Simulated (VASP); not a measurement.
# S (Fddd) in VASP: single point with r2SCAN

Aim: the single point of S with r2SCAN.

Program: VASP 6.6.1. These are calculated values, not measurements. Logs are shortened: lines on timing, memory, paths and dates and some standing lists are left out, and cuts for length are marked.

## (1) The cell of the first run

Symmetry: Fddd, No. 70, orthorhombic system. The conventional cell has a = 10.786 Å, b = 13.182 Å, c = 24.926 Å, α = 90.00°, β = 90.00°, γ = 90.00°. S (site symmetry 1) has 2 S at 2.05 to 2.06 Å within 2.7 Å. Within 2.7 Å of S (site symmetry 1) lie 2 S at 2.06 Å. Within 2.7 Å of S (site symmetry 1) lie 2 S at 2.06 Å. S (site symmetry 1) has 2 S at 2.06 Å within 2.7 Å.

## (2) Single point, r2SCAN

The input, POSCAR:

```
S
1.0
    0.0000000000      6.5909752277     12.4629758732
    5.3931080022      0.0000000000     12.4629758732
    5.3931080022      6.5909752277      0.0000000000
S
32
Direct
    0.3665752903      0.4799855680      0.4809950384
    0.6724441033      0.4809950384      0.4799855680
    0.4809950384      0.6724441033      0.3665752903
    0.4799855680      0.3665752903      0.6724441033
    0.5775558967      0.7690049616      0.7700144320
    0.7690049616      0.5775558967      0.8834247097
    0.7700144320      0.8834247097      0.5775558967
    0.8834247097      0.7700144320      0.7690049616
    0.2371246954      0.3612314392      0.4580804039
    0.9435634615      0.4580804039      0.3612314392
    0.4580804039      0.9435634615      0.2371246954
    0.3612314392      0.2371246954      0.9435634615
    0.3064365385      0.7919195961      0.8887685608
    0.7919195961      0.3064365385      0.0128753046
    0.8887685608      0.0128753046      0.3064365385
    0.0128753046      0.8887685608      0.7919195961
    0.4300484735      0.3120139640      0.3615776063
    0.8963599562      0.3615776063      0.3120139640
    0.3615776063      0.8963599562      0.4300484735
    0.3120139640      0.4300484735      0.8963599562
    0.3536400438      0.8884223937      0.9379860360
    0.8884223937      0.3536400438      0.8199515265
    0.9379860360      0.8199515265      0.3536400438
    0.8199515265      0.9379860360      0.8884223937
    0.8727459405      0.6343208577      0.1921765949
    0.6343208577      0.8727459405      0.3007566068
    0.1921765949      0.3007566068      0.8727459405
    0.3007566068      0.1921765949      0.6343208577
    0.6156791423      0.3772540595      0.9492433932
    0.0578234051      0.9492433932      0.3772540595
    0.9492433932      0.0578234051      0.6156791423
    0.3772540595      0.6156791423      0.0578234051
```

The input, INCAR.step1:

```
SYSTEM = S
ALGO = Normal ; EDIFF = 1E-4
ENCUT = 520 ; GGA = PE
ISMEAR = -1 ; LASPH = .True.
LCHARG = .False. ; LREAL = Auto
LUSENCCL = .False. ; LWAVE = .True.
NBANDS = 118 ; NELM = 100
PREC = Accurate ; SIGMA = 0.05
```

The input, INCAR.step2:

```
SYSTEM = S
ALGO = Normal ; EDIFF = 1E-6
ENCUT = 520 ; ISIF = 2
ISMEAR = -1 ; ISTART = 1
LASPH = .True. ; LCHARG = .False.
LMIXTAU = .True. ; LREAL = Auto
LUSENCCL = .False. ; LWAVE = .False.
METAGGA = R2SCAN ; NBANDS = 118
NELM = 100 ; PREC = Accurate
SIGMA = 0.05
```

The input, KPOINTS:

```
k-points
0
Gamma
  3 3 3
  0 0 0
```

Potentials or basis: VASP PAW PBE potentials, release 64 (S).

The run is started by

```console
cat potpaw_PBE.64/S/POTCAR > POTCAR
cp INCAR.step1 INCAR
mpirun -np 1 vasp_std > vasp.out
cp INCAR.step2 INCAR
mpirun -np 1 vasp_std > vasp.out
```

OUTCAR:

```text
SYSTEM = S
   EDIFF = 1E-6
   ENCUT = 520
   ISIF = 2
   ISMEAR = -1
   ISTART = 1
   LASPH = .True.
   LREAL = Auto
   METAGGA = R2SCAN
   NELM = 100
   PREC = Accurate

 ion  position               nearest neighbor table
   1  0.367  0.480  0.481-   4 2.05  17 2.06
   2  0.672  0.481  0.480-   3 2.05  18 2.06
   3  0.481  0.672  0.367-   2 2.05  19 2.06
   4  0.480  0.367  0.672-   1 2.05  20 2.06
   5  0.578  0.769  0.770-   6 2.05  21 2.06
   6  0.769  0.578  0.883-   5 2.05  22 2.06
[... 24 lines left out ...]
  31  0.949  0.058  0.616-  16 2.06  30 2.06
  32  0.377  0.616  0.058-  13 2.06  29 2.06

  LATTYP: Found a face centered orthorhombic cell.
 ALAT       =    10.7862160044
 B/A-ratio  =     1.2221107430
 C/A-ratio  =     2.3109078973

  Lattice vectors:

 A1 = (   0.0000000000,   6.5909752277,  12.4629758732)
 A2 = (   5.3931080022,   0.0000000000,  12.4629758732)
 A3 = (   5.3931080022,   6.5909752277,   0.0000000000)

Analysis of symmetry for initial positions (statically):
=====================================================================
 Subroutine PRICEL returns:
 Original cell was already a primitive cell.

 Routine SETGRP: Setting up the symmetry group for a
 face centered orthorhombic supercell.

 Subroutine GETGRP returns: Found  8 space group operations
 (whereof  4 operations were pure point group operations)
 out of a pool of  8 trial point group operations.

The static configuration has the point symmetry D_2 .
 The point group associated with its full space group is D_2h.

Analysis of symmetry for dynamics (positions and initial velocities):
=====================================================================
 Subroutine PRICEL returns:
 Original cell was already a primitive cell.

 Routine SETGRP: Setting up the symmetry group for a
 face centered orthorhombic supercell.

 Subroutine GETGRP returns: Found  8 space group operations
 (whereof  4 operations were pure point group operations)
 out of a pool of  8 trial point group operations.

The dynamic configuration has the point symmetry D_2 .
 The point group associated with its full space group is D_2h.

 Subroutine INISYM returns: Found  8 space group operations
 (whereof  4 operations are pure point group operations),
 and found     1 'primitive' translations

----------------------------------------------------------------------------------------

                                     Primitive cell

  volume of cell :     886.0139

  direct lattice vectors                    reciprocal lattice vectors
     0.000000000  6.590975228 12.462975873    -0.092710919  0.075861308  0.040118829
     5.393108002  0.000000000 12.462975873     0.092710919 -0.075861308  0.040118829
     5.393108002  6.590975228  0.000000000     0.092710919  0.075861308 -0.040118829

  length of vectors
    14.098465238 13.579815225  8.516253189     0.126331995  0.126331995  0.126331995

  position of ions in fractional coordinates (direct lattice)
     0.366575290  0.479985568  0.480995038
     0.672444103  0.480995038  0.479985568
     0.480995038  0.672444103  0.366575290
     0.479985568  0.366575290  0.672444103
     0.577555897  0.769004962  0.770014432
     0.769004962  0.577555897  0.883424710
[... 24 lines left out ...]
     0.949243393  0.057823405  0.615679142
     0.377254059  0.615679142  0.057823405

  ion indices of the primitive-cell ions
   primitive index   ion index
                 1           1
                 2           2
                 3           3
                 4           4
                 5           5
                 6           6
[... 24 lines left out ...]
                31          31
                32          32

----------------------------------------------------------------------------------------

 KPOINTS: k-points

Automatic generation of k-mesh.
 Grid dimensions read from file:
 generate k-points for:    3    3    3

 Generating k-lattice:

  Cartesian coordinates                     Fractional coordinates (reciprocal lattice)
    -0.030903640  0.025287103  0.013372943     0.333333333 -0.000000000  0.000000000
     0.030903640 -0.025287103  0.013372943    -0.000000000  0.333333333  0.000000000
     0.030903640  0.025287103 -0.013372943     0.000000000  0.000000000  0.333333333

  Length of vectors
     0.042110665  0.042110665  0.042110665

  Shift w.r.t. Gamma in fractional coordinates (k-lattice)
     0.000000000  0.000000000  0.000000000

 Subroutine IBZKPT returns following result:
 ===========================================

 Found      8 irreducible k-points:

 Following reciprocal coordinates:
            Coordinates               Weight
  0.000000  0.000000  0.000000      1.000000
  0.333333  0.000000  0.000000      8.000000
  0.333333  0.333333  0.000000      2.000000
 -0.333333  0.333333  0.000000      4.000000
  0.333333  0.000000  0.333333      2.000000
 -0.333333  0.000000  0.333333      4.000000
  0.000000  0.333333  0.333333      2.000000
 -0.333333  0.333333  0.333333      4.000000
   k-points           NKPTS =      8   k-points in BZ     NKDIM =      8   number of bands    NBANDS=    118
   number of dos      NEDOS =    301   number of ions     NIONS =     32
   total plane-waves  NPLWV = 746496
   dimension x,y,z NGX =   108 NGY =  108 NGZ =   64
   dimension x,y,z NGXF=   216 NGYF=  216 NGZF=  128
   ions per type =              32
   NGX,Y,Z   is equivalent  to a cutoff of  12.74, 13.22, 12.49 a.u.
   NGXF,Y,Z  is equivalent  to a cutoff of  25.47, 26.44, 24.99 a.u.
 SYSTEM =  S
   PREC   = accura    normal or accurate (medium, high low for compatibility)
   ISTART =      1    job   : 0-new  1-cont  2-samecut
   ICHARG =      0    charge: 1-file 2-atom 10-const
   ISPIN  =      1    spin polarized calculation?
   LNONCOLLINEAR =      F non collinear calculations
   LSORBIT =      F    spin-orbit coupling
   LASPH  =      T    aspherical Exc in radial PAW
   ENCUT  =  520.0 eV  38.22 Ry    6.18 a.u.  26.21 25.25 15.83*2*pi/ulx,y,z
   NELM   =    100;   NELMIN=  2; NELMDL=  0     # of ELM steps
   EDIFF  = 0.1E-05   stopping-criterion for ELM
   LREAL  =      T    real-space projection
   EDIFFG = 0.1E-04   stopping-criterion for IOM
   NSW    =      0    number of steps for IOM
   IBRION =     -1    ionic relax: 0-MD 1-quasi-New 2-CG
   NFREE  =      0    steps in history (QN), initial steepest desc. (CG)
   ISIF   =      2    stress and relaxation
   ISYM   =      2    0-nonsym 1-usesym 2-fastsym
   POTIM  = 0.5000    time-step for ionic-motion
   TEBEG  =    0.0;   TEEND  =   0.0 temperature during run
   PSTRESS=    0.0 pullay stress
   NELECT =     192.0000    total number of electrons
   NUPDOWN=      -1.0000    fix difference up-down
   EMIN   =  10.00;   EMAX   =-10.00  energy-range for DOS
   EFERMI =   0.00;   METHOD = LEGACY
   ISMEAR =    -1;   SIGMA  =   0.05  broadening in eV -4-tet -1-fermi 0-gaus
   EFERMI_NEDOS =   21; number of points for ismear=-14 and -15
   IALGO  =     38    algorithm
   IMIX   =      4    mixing-type and parameters
     AMIX     =   0.40;   BMIX     =  1.00
     AMIX_MAG =   1.60;   BMIX_MAG =  1.00
  volume/ion in A,a.u.               =      27.69       186.85
  Fermi-wavevector in a.u.,A,eV,Ry     =   0.983320  1.858206 13.155732  0.966919
  Thomas-Fermi vector in A             =   2.114469
   LORBIT       =      0    0 simple, 1 ext, 2 COOP (PROOUT), +10 PAW based schemes
   METAGGA = R2SCAN    functional components
   LHFCALC =     F    Hartree Fock is set to
   AEXX    =    0.0000 exact exchange contribution
   IVDW    =     0    specifies the selected vdW correction
   LEPSILON=     F    determine dielectric tensor
   LRPA    =     F    only Hartree local field effects (RPA)
 non-spin polarized calculation
  energy-cutoff  :      520.00
  volume of cell :      886.01
 maximum number of plane-waves:     23910
 NGX is ok and might be reduce to   108
   NGX = 53   NGY = 51   NGZ = 31

 number of electron     191.9999995 magnetization

 Free energy of the ion-electron system (eV)
  ---------------------------------------------------
  ext. energy  EPLUGINS =         0.00000000
  ---------------------------------------------------
  free energy    TOTEN  =      -257.06339327 eV

  energy without entropy =     -257.06339327  energy(sigma->0) =     -257.06339327

 E-fermi :   2.2247     XC(G=0):  -8.2999

 val. band max:        1.1101221879   @ k =   0.0000   0.0000   0.0000
 cond. band min:       3.6479244625   @ k =   0.0000   0.3333   0.3333
 fundamental gap:      2.5378022745
 Fermi energy:         2.2247470264

 k-point     1 :       0.0000    0.0000    0.0000
  band No.  band energies     occupation
      1     -15.9409      2.00000
      2     -15.8120      2.00000
      3     -15.8029      2.00000
      4     -15.7925      2.00000
      5     -15.0704      2.00000
      6     -15.0152      2.00000
[... 100 lines left out ...]
    107       4.6645      0.00000
    108       4.6865      0.00000

 k-point     2 :       0.3333    0.0000    0.0000
  band No.  band energies     occupation
      1     -15.9021      2.00000
      2     -15.8287      2.00000
      3     -15.8186      2.00000
      4     -15.7895      2.00000
      5     -15.0583      2.00000
      6     -15.0280      2.00000
[... 100 lines left out ...]
    107       4.5955      0.00000
    108       4.6908      0.00000

 k-point     3 :       0.3333    0.3333    0.0000
  band No.  band energies     occupation
      1     -15.9165      2.00000
      2     -15.8586      2.00000
      3     -15.7903      2.00000
      4     -15.7893      2.00000
      5     -15.0298      2.00000
      6     -15.0127      2.00000
[... 100 lines left out ...]
    107       4.6446      0.00000
    108       4.6843      0.00000

 k-point     4 :      -0.3333    0.3333    0.0000
  band No.  band energies     occupation
      1     -15.8719      2.00000
      2     -15.8652      2.00000
      3     -15.8191      2.00000
      4     -15.7862      2.00000
      5     -15.0519      2.00000
      6     -15.0037      2.00000
[... 100 lines left out ...]
    107       4.5663      0.00000
    108       4.7184      0.00000

 k-point     5 :       0.3333    0.0000    0.3333
  band No.  band energies     occupation
      1     -15.8884      2.00000
      2     -15.8171      2.00000
      3     -15.8135      2.00000
      4     -15.8044      2.00000
      5     -15.0413      2.00000
      6     -15.0357      2.00000
[... 100 lines left out ...]
    107       4.4867      0.00000
    108       4.7681      0.00000

 k-point     6 :      -0.3333    0.0000    0.3333
  band No.  band energies     occupation
      1     -15.8602      2.00000
      2     -15.8419      2.00000
      3     -15.8187      2.00000
      4     -15.8054      2.00000
      5     -15.0457      2.00000
      6     -15.0389      2.00000
[... 100 lines left out ...]
    107       4.5917      0.00000
    108       4.6481      0.00000

 k-point     7 :       0.0000    0.3333    0.3333
  band No.  band energies     occupation
      1     -15.8691      2.00000
      2     -15.8320      2.00000
      3     -15.8249      2.00000
      4     -15.7991      2.00000
      5     -15.0552      2.00000
      6     -15.0218      2.00000
[... 100 lines left out ...]
    107       4.5665      0.00000
    108       4.6578      0.00000

 k-point     8 :      -0.3333    0.3333    0.3333
  band No.  band energies     occupation
      1     -15.8727      2.00000
      2     -15.8387      2.00000
      3     -15.8088      2.00000
      4     -15.8059      2.00000
      5     -15.0393      2.00000
      6     -15.0382      2.00000
[... 100 lines left out ...]
    107       4.5799      0.00000
    108       4.7192      0.00000
 [bands above 108 left out]

------------------------ aborting loop because EDIFF is reached ----------------------------------------

  FORCE on cell =-STRESS in cart. coord.  units (eV):
  Direction    XX          YY          ZZ          XY          YZ          ZX
  --------------------------------------------------------------------------------------
  -------------------------------------------------------------------------------------
  Total       -2.2081464     -2.4391413     -3.1274229      0.0000000      0.0000000      0.0000000
  in kB       -3.9929870     -4.4106946     -5.6553130      0.0000000      0.0000000      0.0000000
  external PRESSURE =      -4.6863315 kB  Pullay stress =       0.0000000 kB

 VOLUME and BASIS-vectors are now :
 -----------------------------------------------------------------------------
  energy-cutoff  :      520.00
  volume of cell :      886.01
      direct lattice vectors                 reciprocal lattice vectors
     0.000000000  6.590975228 12.462975873    -0.092710919  0.075861308  0.040118829
     5.393108002  0.000000000 12.462975873     0.092710919 -0.075861308  0.040118829
     5.393108002  6.590975228  0.000000000     0.092710919  0.075861308 -0.040118829

 POSITION                                       TOTAL-FORCE (eV/Angst)
 -----------------------------------------------------------------------------------
      5.18267      5.58632     10.55067        -0.047186      0.083593     -0.072784
      5.18267      7.59564     14.37528        -0.047186     -0.083593      0.072784
      5.60354      5.58632     14.37528         0.047186      0.083593      0.072784
      5.60354      7.59564     10.55067         0.047186     -0.083593     -0.072784
      8.30010      8.88180     16.78216         0.047186      0.083593     -0.072784
      7.87923     10.89112     16.78216        -0.047186     -0.083593     -0.072784
[... 24 lines left out ...]
      3.63227     10.31437     12.55105        -0.092145      0.033717     -0.072389
      3.63227      2.86758     12.37490        -0.092145     -0.033717      0.072389
 -----------------------------------------------------------------------------------
    total drift:                               -0.000000     -0.000000      0.000000

  FREE ENERGIE OF THE ION-ELECTRON SYSTEM (eV)
  ---------------------------------------------------
  free  energy   TOTEN  =      -257.0633932672 eV

  energy  without entropy=     -257.0633932671  energy(sigma->0) =     -257.06339327
```

It took 3.6 min on 1 × NVIDIA H100 80GB with 1 thread of AMD EPYC 7R13 (Zen 3), shared host; peak memory 2.3 GiB.

Results:

```
Free energy            : -257.0634 eV
Pressure               : -0.5 GPa
Largest force          : 0.122 eV/Å
Band gap on the k mesh : 2.54 eV (least direct gap 2.63 eV)
```

Forces on the atoms (eV/Å):
```
S   -0.047  0.084 -0.073
S   -0.047 -0.084  0.073
S    0.047  0.084  0.073
S    0.047 -0.084 -0.073
S    0.047  0.084 -0.073
S   -0.047 -0.084 -0.073
S   -0.047  0.084  0.073
S    0.047 -0.084  0.073
S   -0.036  0.115  0.019
S   -0.036 -0.115 -0.019
S    0.036  0.115 -0.019
S    0.036 -0.115  0.019
S    0.036  0.115  0.019
S   -0.036 -0.115  0.019
S   -0.036  0.115 -0.019
S    0.036 -0.115 -0.019
S    0.117 -0.014 -0.025
S    0.117  0.014  0.025
S   -0.117 -0.014  0.025
S   -0.117  0.014 -0.025
S   -0.117 -0.014 -0.025
S    0.117  0.014 -0.025
S    0.117 -0.014  0.025
S   -0.117  0.014  0.025
S    0.092  0.034 -0.072
S   -0.092 -0.034 -0.072
S   -0.092  0.034  0.072
S    0.092 -0.034  0.072
S    0.092  0.034  0.072
S    0.092 -0.034 -0.072
S   -0.092  0.034 -0.072
S   -0.092 -0.034  0.072
```

Levels at points of the mesh, in eV from the valence-band top:
| k point | band 92 | band 93 | band 94 | band 95 | band 96 | band 97 | band 98 | band 99 | band 100 | band 101 |
| --- | --- | --- | --- | --- | --- | --- | --- | --- | --- | --- |
| (0.00, 0.00, 0.00) | -0.75 | -0.74 | -0.71 | -0.25 | 0.00 | 2.63 | 2.70 | 2.75 | 2.84 | 2.95 |

Caveat: the PAW data sets were made with another functional, which shifts forces and pressure a little. A k mesh can miss the band edges.
